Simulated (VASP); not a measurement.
# LiOs12 (a cell with a defect) in VASP: further runs

The runs below take LiOs12 (a cell with a defect) through single point, with PBE.

Everything below comes from runs of VASP 6.6.1. Logs are shortened: lines on timing, memory, paths and dates and some standing lists are left out, and cuts for length are marked.

### Step 1. The cell of the first run

The cell holds a defect, 13 atoms: a = 5.480 Å, b = 8.220 Å, c = 4.326 Å, α = 90.00°, β = 90.00°, γ = 120.00°.

### Step 2. Single point, PBE

The input, INCAR:

```
PREC = Accurate
ENCUT = 520
EDIFF = 1E-7
ISMEAR = -1
SIGMA = 0.15
LREAL = F
LASPH = T
NELM = 80
ALGO = Normal
ISIF = 2
LWAVE = F
LCHARG = F
GGA = PE
NBANDS = 62
```

The input, KPOINTS:

```
Automatic mesh
0
Gamma
  2 2 3
```

The input, POSCAR:

```
LiOs12
1.0
    5.4800000000      0.0000000000      0.0000000000
   -4.1100000000      7.1187290000      0.0000000000
    0.0000000000      0.0000000000      4.3264600000
Os Li
12 1
Direct
    0.0069887906     -0.0207059434     -0.0112794294
    0.1203315391      0.1762814682      0.4498365870
   -0.0109143066      0.3254232602      0.0125506765
    0.1833116288      0.5633449454      0.4671255484
    0.0215978453      0.6635173217     -0.0149544894
    0.1981590695      0.8752826523      0.4879508883
    0.5248970618     -0.0008428471     -0.0131516297
    0.6651056807      0.2207978419      0.5334384231
    0.4998177123      0.3165452709      0.0401945239
    0.7421558374      0.5788111895      0.4856857569
    0.5254189669      0.6614102040     -0.0292155712
    0.6786040615      0.8677251234      0.4767639132
    0.3533705758      0.4279977507      0.6857107196
```

Potentials or basis: VASP PAW PBE potentials, release 64 (Os, Li_sv).

Launch:

```console
> cat potpaw_PBE.64/Os/POTCAR potpaw_PBE.64/Li_sv/POTCAR > POTCAR
> mpirun -np 1 vasp_std > vasp.out
```

OUTCAR:

```text
PREC = Accurate
   ENCUT = 520
   EDIFF = 1E-7
   ISMEAR = -1
   LREAL = F
   LASPH = T
   NELM = 80
   ISIF = 2
   GGA = PE

 ion  position               nearest neighbor table
   1  0.007  0.979  0.989-   2 2.45  12 2.62  11 2.63   5 2.64  12 2.71   6 2.72   6 2.72   7 2.73
                             2 2.73   9 2.75   7 2.76   3 2.90
   2  0.120  0.176  0.450-  13 2.08   1 2.45  12 2.48   9 2.53   3 2.55   6 2.72   8 2.72   1 2.73
                             8 2.84   3 2.97   4 3.02   9 3.13  10 3.36
   3  0.989  0.325  0.013-  13 2.24   2 2.55   8 2.58   4 2.60   7 2.62   9 2.65   5 2.70   8 2.73
                             9 2.84  11 2.86   1 2.90   4 2.91   2 2.97
   4  0.183  0.563  0.467-  13 2.01  10 2.48   6 2.53   5 2.56   3 2.60  12 2.61   5 2.69  11 2.70
                            11 2.72   8 2.84   3 2.91  10 3.00   2 3.02
   5  0.022  0.664  0.985-  10 2.54  10 2.54   4 2.56   6 2.63   1 2.64   6 2.65   4 2.69   3 2.70
                            11 2.71   7 2.76  11 2.77   9 2.87
   6  0.198  0.875  0.488-  10 2.47   4 2.53   5 2.63   5 2.65   7 2.66  12 2.66   7 2.67   8 2.72
                             2 2.72   1 2.72   1 2.72  12 2.82
   7  0.525  0.999  0.987-   8 2.52   3 2.62   6 2.66   6 2.67   9 2.69  12 2.70   1 2.73   5 2.76
                             1 2.76  12 2.77  11 2.78   8 2.85
   8  0.665  0.221  0.533-   7 2.52   3 2.58   9 2.59   9 2.64   6 2.72   2 2.72   3 2.73  10 2.76
                             4 2.84   2 2.84   7 2.85  12 2.95
   9  0.500  0.317  0.040-  13 2.14   2 2.53   8 2.59   8 2.64   3 2.65   7 2.69  10 2.70   1 2.75
                            11 2.78   3 2.84   5 2.87  10 3.05   2 3.13
  10  0.742  0.579  0.486-  13 2.05   6 2.47   4 2.48   5 2.54   5 2.54  12 2.57  11 2.66   9 2.70
                             8 2.76  11 2.76   4 3.00   9 3.05   2 3.36
  11  0.525  0.661  0.971-  13 2.07  12 2.59   1 2.63  12 2.64  10 2.66   4 2.70   5 2.71   4 2.72
                            10 2.76   5 2.77   7 2.78   9 2.78   3 2.86
  12  0.679  0.868  0.477-   2 2.48  10 2.57  11 2.59   4 2.61   1 2.62  11 2.64   6 2.66   7 2.70
                             1 2.71   7 2.77   6 2.82   8 2.95
  13  0.353  0.428  0.686-   4 2.01  10 2.05  11 2.07   2 2.08   9 2.14   3 2.24

  LATTYP: Found a simple monoclinic cell.
 ALAT       =     5.4800000000
 B/A-ratio  =     0.7895000000
 C/A-ratio  =     1.3228756879
 COS(beta)  =    -0.1889822319

  Lattice vectors:

 A1 = (   5.4800000000,   0.0000000000,   0.0000000000)
 A2 = (   0.0000000000,   0.0000000000,   4.3264600000)
 A3 = (  -1.3700000000,  -7.1187290000,   0.0000000000)

Analysis of symmetry for initial positions (statically):
[... 140 lines left out ...]
   PSTRESS=    0.0 pullay stress
   NELECT =      99.0000    total number of electrons
   NUPDOWN=      -1.0000    fix difference up-down
   EMIN   =  10.00;   EMAX   =-10.00  energy-range for DOS
   EFERMI =   0.00;   METHOD = LEGACY
   ISMEAR =    -1;   SIGMA  =   0.15  broadening in eV -4-tet -1-fermi 0-gaus
   EFERMI_NEDOS =   21; number of points for ismear=-14 and -15
   IALGO  =     38    algorithm
   IMIX   =      4    mixing-type and parameters
     AMIX     =   0.40;   BMIX     =  1.00
     AMIX_MAG =   1.60;   BMIX_MAG =  1.00
  volume/ion in A,a.u.               =      12.98        87.61
  Fermi-wavevector in a.u.,A,eV,Ry     =   1.370402  2.589684 25.551765  1.878002
  Thomas-Fermi vector in A             =   2.496191
   LORBIT       =      0    0 simple, 1 ext, 2 COOP (PROOUT), +10 PAW based schemes
   GGA     = PE    functional components
[... 5 lines left out ...]
 non-spin polarized calculation
  energy-cutoff  :      520.00
  volume of cell :      168.78
 maximum number of plane-waves:      4560
 NGX is ok and might be reduce to    42
   NGX = 21   NGY = 31   NGZ = 17

 number of electron      98.9999999 magnetization

 Free energy of the ion-electron system (eV)
  ---------------------------------------------------
  ext. energy  EPLUGINS =         0.00000000
  ---------------------------------------------------
  free energy    TOTEN  =      -129.61053116 eV

  energy without entropy =     -128.89937542  energy(sigma->0) =     -129.25495329

 E-fermi :   9.8296     XC(G=0): -14.0853

 val. band max:        9.8186572079   @ k =   0.0000   0.0000   0.3333
 cond. band min:       9.8514737431   @ k =   0.5000   0.0000   0.0000
 fundamental gap:      0.0328165352
 Fermi energy:         9.8295712816

 k-point     1 :       0.0000    0.0000    0.0000
  band No.  band energies     occupation
      1     -35.8049      2.00000
      2      -1.1954      2.00000
      3       1.6004      2.00000
      4       1.8261      2.00000
      5       2.0601      2.00000
      6       2.4094      2.00000
[... 501 lines left out ...]
     60      11.8548      0.00000
     61      11.9939      0.00000
 [bands above 61 left out]

------------------------ aborting loop because EDIFF is reached ----------------------------------------

  FORCE on cell =-STRESS in cart. coord.  units (eV):
  Direction    XX          YY          ZZ          XY          YZ          ZX
  --------------------------------------------------------------------------------------
  -------------------------------------------------------------------------------------
  Total       31.4197199     42.8827150     36.9441401      3.4859316     -0.0789532      2.7987702
  in kB      298.2614881    407.0775431    350.7037691     33.0912930     -0.7494878     26.5681985
  external PRESSURE =     352.0142668 kB  Pullay stress =       0.0000000 kB

 VOLUME and BASIS-vectors are now :
 -----------------------------------------------------------------------------
  energy-cutoff  :      520.00
  volume of cell :      168.78
      direct lattice vectors                 reciprocal lattice vectors
     5.480000000  0.000000000  0.000000000     0.182481752  0.105355886  0.000000000
    -4.110000000  7.118729000  0.000000000     0.000000000  0.140474514  0.000000000
     0.000000000  0.000000000  4.326460000     0.000000000  0.000000000  0.231135848

 POSITION                                       TOTAL-FORCE (eV/Angst)
 -----------------------------------------------------------------------------------
     -3.98660      6.97133      4.27766         0.022845      0.754675     -1.656683
     -0.06510      1.25490      1.94620         0.565307      0.788240      2.206112
      4.08270      2.31660      0.05430         0.625205     -0.195068     -0.253666
     -1.31080      4.01030      2.02100        -0.163518     -1.171162      0.011272
     -2.60870      4.72340      4.26176         1.049270      0.197037     -0.717904
     -2.51150      6.23090      2.11110        -0.055157      2.672410      0.408990
     -1.23010      7.11273      4.26956        -0.089537     -1.313787      0.037970
      2.73730      1.57180      2.30790         0.005336      0.012373     -1.828105
      1.43800      2.25340      0.17390         0.568370      1.006985     -0.313186
      1.68810      4.12040      2.10130        -1.302340     -2.390352     -1.385099
      0.16090      4.70840      4.20006        -0.862889      1.022644      2.232936
      0.15240      6.17710      2.06270        -0.869108      0.904769      0.868300
      0.17740      3.04680      2.96670         0.506217     -2.288764      0.389063
 -----------------------------------------------------------------------------------
    total drift:                               -0.000243     -0.000507     -0.000123

  FREE ENERGIE OF THE ION-ELECTRON SYSTEM (eV)
  ---------------------------------------------------
  free  energy   TOTEN  =      -129.6105311630 eV

  energy  without entropy=     -128.8993754176  energy(sigma->0) =     -129.25495329
```

OSZICAR:

```text
N       E                     dE             d eps       ncg     rms          rms(c)
DAV:   1     0.874471818263E+03    0.87447E+03   -0.45607E+04  1008   0.158E+03
DAV:   2    -0.410052135696E+02   -0.91548E+03   -0.87667E+03  1004   0.567E+02
DAV:   3    -0.131485931398E+03   -0.90481E+02   -0.84997E+02  1524   0.123E+02
[... 14 lines left out ...]
DAV:  18    -0.129610537163E+03    0.94662E-05   -0.35660E-05  1544   0.306E-02    0.399E-02
DAV:  19    -0.129610532655E+03    0.45081E-05   -0.12688E-05  1584   0.206E-02    0.265E-02
DAV:  20    -0.129610531719E+03    0.93590E-06   -0.40510E-06  1520   0.125E-02    0.104E-02
DAV:  21    -0.129610531214E+03    0.50448E-06   -0.10900E-06  1456   0.573E-03    0.566E-03
DAV:  22    -0.129610531163E+03    0.51229E-07   -0.19801E-07   680   0.325E-03
   1 F= -.12961053E+03 E0= -.12925495E+03  d E =-.711156E+00
```

It took 6.8 min on 1 thread of Oxide Virtual Turin-like, shared host; peak memory 0.27 GiB.

Results:

```yaml
Free_energy: -129.6105 eV
Largest_force: 3.054 eV/Å
```

Forces in eV/Å, atoms in the order of the input:
```
Os   0.023  0.755 -1.657
Os   0.565  0.788  2.206
Os   0.625 -0.195 -0.254
Os  -0.164 -1.171  0.011
Os   1.049  0.197 -0.718
Os  -0.055  2.672  0.409
Os  -0.090 -1.314  0.038
Os   0.005  0.012 -1.828
Os   0.568  1.007 -0.313
Os  -1.302 -2.390 -1.385
Os  -0.863  1.023  2.233
Os  -0.869  0.905  0.868
Li   0.506 -2.289  0.389
```

Caveat: the k points lie up to 0.66 Å⁻¹ apart; the cutoff is under 1.25 times the usual one of these potentials, so pressure, stress and relaxed cells hold a basis-set (Pulay) error; spin-orbit coupling is left out, which moves the levels of the heavy elements.

### Step 3. Single point, PBE

The input, INCAR:

```
SYSTEM = LiOs12
ALGO = Normal
EDIFF = 1E-6
ENCUT = 520
GGA = PE
ISIF = 2
ISMEAR = -1
LASPH = .True.
LCHARG = .False.
LREAL = .False.
LWAVE = .False.
NBANDS = 62
NELM = 60
PREC = Accurate
SIGMA = 0.15
```

The input, KPOINTS:

```
k-points
0
Gamma
  2 2 3
  0 0 0
```

The input, POSCAR:

```
LiOs12
1.0
    5.4800000000      0.0000000000      0.0000000000
   -4.1100000000      7.1187290000      0.0000000000
    0.0000000000      0.0000000000      4.3264600000
Os Li
12 1
Direct
    0.0150111690     -0.0076980034     -0.0347397179
    0.1416655776      0.1961867069      0.4680038646
   -0.0032016513      0.3178235890     -0.0242461504
    0.1716451239      0.5374976348      0.4855008483
    0.0514469848      0.6686446415     -0.0191611618
    0.1680047526      0.8880939280      0.5004322240
    0.5184569254     -0.0159017150      0.0089680709
    0.6722704854      0.2124677032      0.4823342872
    0.5175493324      0.3127665065      0.0359647379
    0.7020782483      0.5578804868      0.4374708191
    0.5221679722      0.6803602160      0.0338614017
    0.6780328053      0.8792018912      0.5081521614
    0.3638250393      0.4362436047      0.7526707747
```

Potentials or basis: VASP PAW PBE potentials, release 64 (Os, Li_sv).

Launch:

```console
> cat potpaw_PBE.64/Os/POTCAR potpaw_PBE.64/Li_sv/POTCAR > POTCAR
> mpirun -np 1 vasp_std > vasp.out
```

OUTCAR:

```text
SYSTEM = LiOs12
   EDIFF = 1E-6
   ENCUT = 520
   GGA = PE
   ISIF = 2
   ISMEAR = -1
   LASPH = .True.
   LREAL = .False.
   NELM = 60
   PREC = Accurate

 ion  position               nearest neighbor table
   1  0.015  0.992  0.965-   6 2.49  12 2.54   2 2.60   2 2.62  11 2.65   7 2.69   9 2.71   3 2.73
                             6 2.74   5 2.77   7 2.80  12 2.84
   2  0.142  0.196  0.468-  13 2.12  12 2.58   9 2.58   1 2.60   6 2.61   1 2.62   3 2.64   8 2.64
                             3 2.69   4 2.73   8 2.84  10 3.03   9 3.04
   3  0.997  0.318  0.976-  13 1.99   9 2.62   8 2.63   4 2.64   2 2.64   8 2.68   7 2.69   2 2.69
                             4 2.70   1 2.73   5 2.75   9 2.89  11 2.94
   4  0.172  0.537  0.486-  13 2.00  11 2.58   5 2.63   3 2.64   5 2.66  10 2.67   3 2.70   8 2.70
                             2 2.73  12 2.79  10 2.83   6 2.89  11 2.91
   5  0.051  0.669  0.981-  11 2.54   7 2.58  10 2.58   6 2.61   4 2.63   4 2.66   3 2.75   6 2.75
                             1 2.77  10 2.88   9 2.94  11 2.96
[... 728 lines left out ...]

  FORCE on cell =-STRESS in cart. coord.  units (eV):
  Direction    XX          YY          ZZ          XY          YZ          ZX
  --------------------------------------------------------------------------------------
  -------------------------------------------------------------------------------------
  Total       33.3200618     35.8257007     43.2746962     -1.4312760     -1.3633972      2.5075630
  in kB      316.3010760    340.0866340    410.7985462    -13.5868338    -12.9424729     23.8038234
  external PRESSURE =     355.7287521 kB  Pullay stress =       0.0000000 kB

 VOLUME and BASIS-vectors are now :
 -----------------------------------------------------------------------------
  energy-cutoff  :      520.00
  volume of cell :      168.78
      direct lattice vectors                 reciprocal lattice vectors
     5.480000000  0.000000000  0.000000000     0.182481752  0.105355886  0.000000000
    -4.110000000  7.118729000  0.000000000     0.000000000  0.140474514  0.000000000
     0.000000000  0.000000000  4.326460000     0.000000000  0.000000000  0.231135848

 POSITION                                       TOTAL-FORCE (eV/Angst)
 -----------------------------------------------------------------------------------
     -3.99610      7.06393      4.17616        -0.243791     -0.385078      1.805827
     -0.03000      1.39660      2.02480         0.787622      0.236300      0.065272
      4.15620      2.26250      4.22156        -1.831682     -0.512892      2.477063
     -1.26850      3.82630      2.10050        -2.220723      1.893510     -1.570815
     -2.46620      4.75990      4.24356        -2.444916     -0.865313     -0.360261
     -2.72940      6.32210      2.16510         2.065421     -0.963615     -0.570040
     -1.20350      7.00553      0.03880        -1.305994      1.712922     -1.711177
      2.81080      1.51250      2.08680         0.515983     -0.612061      2.313538
      1.55070      2.22650      0.15560         0.146100     -0.817705     -2.871884
      1.55450      3.97140      1.89270         1.597843      0.510829      3.134448
      0.06520      4.84330      0.14650         0.984177     -0.760802     -2.835855
      0.10210      6.25880      2.19850        -0.401042     -0.207523      0.403811
      0.20080      3.10550      3.25640         2.351003      0.771428     -0.279927
 -----------------------------------------------------------------------------------
    total drift:                               -0.000473     -0.000411      0.000782

  FREE ENERGIE OF THE ION-ELECTRON SYSTEM (eV)
  ---------------------------------------------------
  free  energy   TOTEN  =      -129.3792175864 eV

  energy  without entropy=     -128.7617906086  energy(sigma->0) =     -129.07050410
```

OSZICAR:

```text
N       E                     dE             d eps       ncg     rms          rms(c)
DAV:   1     0.873401046253E+03    0.87340E+03   -0.45586E+04  1008   0.158E+03
DAV:   2    -0.408903603925E+02   -0.91429E+03   -0.87348E+03  1010   0.566E+02
DAV:   3    -0.131292926758E+03   -0.90403E+02   -0.84922E+02  1530   0.123E+02
[... 13 lines left out ...]
DAV:  17    -0.129379242072E+03    0.33845E-04   -0.13050E-04  1688   0.676E-02    0.694E-02
DAV:  18    -0.129379224131E+03    0.17941E-04   -0.61811E-05  1704   0.447E-02    0.470E-02
DAV:  19    -0.129379220117E+03    0.40142E-05   -0.17170E-05  1448   0.247E-02    0.302E-02
DAV:  20    -0.129379217853E+03    0.22638E-05   -0.56559E-06  1112   0.150E-02    0.146E-02
DAV:  21    -0.129379217586E+03    0.26670E-06   -0.15499E-06   648   0.704E-03
   1 F= -.12937922E+03 E0= -.12907050E+03  d E =-.617427E+00
```

stdout:

```text
POSCAR found type information on POSCAR OsLi
 POSCAR found :  2 types and      13 ions
 scaLAPACK will be used
 LDA part: xc-table for (Slater+PW92), standard interpolation
 POSCAR, INCAR and KPOINTS ok, starting setup
 FFT: planning ... GRIDC
 FFT: planning ... GRID_SOFT
 FFT: planning ... GRID
 WAVECAR not read
 entering main loop
```

It took 6 min on 1 thread of Oxide Virtual Turin-like, shared host; peak memory 0.26 GiB.

What came out:

```
Free energy   : -129.3792 eV
Largest force : 3.555 eV/Å
```

Forces in eV/Å, atoms in the order of the input:
```
Os  -0.244 -0.385  1.806
Os   0.788  0.236  0.065
Os  -1.832 -0.513  2.477
Os  -2.221  1.894 -1.571
Os  -2.445 -0.865 -0.360
Os   2.065 -0.964 -0.570
Os  -1.306  1.713 -1.711
Os   0.516 -0.612  2.314
Os   0.146 -0.818 -2.872
Os   1.598  0.511  3.134
Os   0.984 -0.761 -2.836
Os  -0.401 -0.208  0.404
Li   2.351  0.771 -0.280
```

Caveat: the k points lie up to 0.66 Å⁻¹ apart; the cutoff is under 1.25 times the usual one of these potentials, so pressure, stress and relaxed cells hold a basis-set (Pulay) error; spin-orbit coupling is left out, which moves the levels of the heavy elements.

### Step 4. Single point, PBE

The input, INCAR:

```
ALGO = Normal
EDIFF = 1E-6
ENCUT = 520
GGA = PE
ISIF = 2
ISMEAR = -1
LASPH = True
LCHARG = True
LELF = True
LREAL = False
LVHAR = True
LWAVE = False
NBANDS = 62
NELM = 60
PREC = Accurate
SIGMA = 0.15
```

The input, KPOINTS:

```
k-points
0
Gamma
  2 2 3
```

The input, POSCAR:

```
LiOs12
1.0
    5.4800000000      0.0000000000      0.0000000000
   -4.1100000000      7.1187290000      0.0000000000
    0.0000000000      0.0000000000      4.3264600000
Os Li
12 1
Direct
    0.0119237964     -0.0088217995      0.0107015898
    0.2023096673      0.1996002376      0.4769719355
   -0.0056198928      0.3159131356      0.0308797493
    0.1790298186      0.5662246730      0.4420935361
   -0.0236045205      0.6555102744     -0.0347628315
    0.1899133264      0.8796654571      0.4934288078
    0.4847246813     -0.0117296220     -0.0263957138
    0.6929989937      0.2099110670      0.5127979919
    0.5359015533      0.3130755504     -0.0180748233
    0.6857637681      0.5378066787      0.4727883766
    0.5291217973      0.6839142212      0.0149776029
    0.6736884982      0.8858182409      0.5077361168
    0.3350357018      0.4475658506      0.7364681518
```

Launch:

```console
> cat potpaw_PBE.64/Os/POTCAR potpaw_PBE.64/Li_sv/POTCAR > POTCAR
> mpirun -np 1 vasp_std > vasp.out
```

Run time: 4.3 min. Hardware: 1 thread of Oxide Virtual Turin-like, shared host; peak memory 0.26 GiB.

Results (log left out):

```yaml
Free_energy: -129.6485 eV
Largest_force: 2.957 eV/Å
```

Forces on the atoms (eV/Å):
```
Os  -0.205 -0.141 -1.904
Os  -1.523 -0.126  0.028
Os   1.084 -1.124 -0.751
Os  -1.070 -0.536  1.072
Os   2.463  0.845  0.371
Os  -1.828 -0.286 -0.072
Os   2.135 -0.239  1.362
Os  -0.174 -0.059 -1.015
Os  -2.013  1.228  1.784
Os   0.271  1.705 -1.029
Os   0.112 -0.432 -0.372
Os   1.169 -0.136 -0.283
Li  -0.422 -0.699  0.807
```

Levels at points of the mesh, in eV from the Fermi level:
```csv
k point,band 45,band 46,band 47,band 48,band 49,band 50,band 51,band 52,band 53,band 54
"(0.00, 0.00, 0.00)",-1.20,-0.41,-0.26,-0.14,0.19,0.48,0.63,0.65,0.82,0.96
"(0.50, 0.00, 0.00)",-1.07,-1.00,-0.92,-0.83,-0.53,-0.35,-0.13,-0.07,0.27,0.62
"(0.00, 0.50, 0.00)",-1.62,-1.35,-1.30,-1.21,-0.85,0.65,0.81,1.30,1.46,1.57
"(0.50, 0.50, 0.00)",-1.25,-1.14,-1.08,-1.04,-0.54,-0.23,-0.02,0.21,0.32,0.87
```

Caveat: the k points lie up to 0.66 Å⁻¹ apart; the cutoff is under 1.25 times the usual one of these potentials, so pressure, stress and relaxed cells hold a basis-set (Pulay) error; spin-orbit coupling is left out, which moves the levels of the heavy elements.
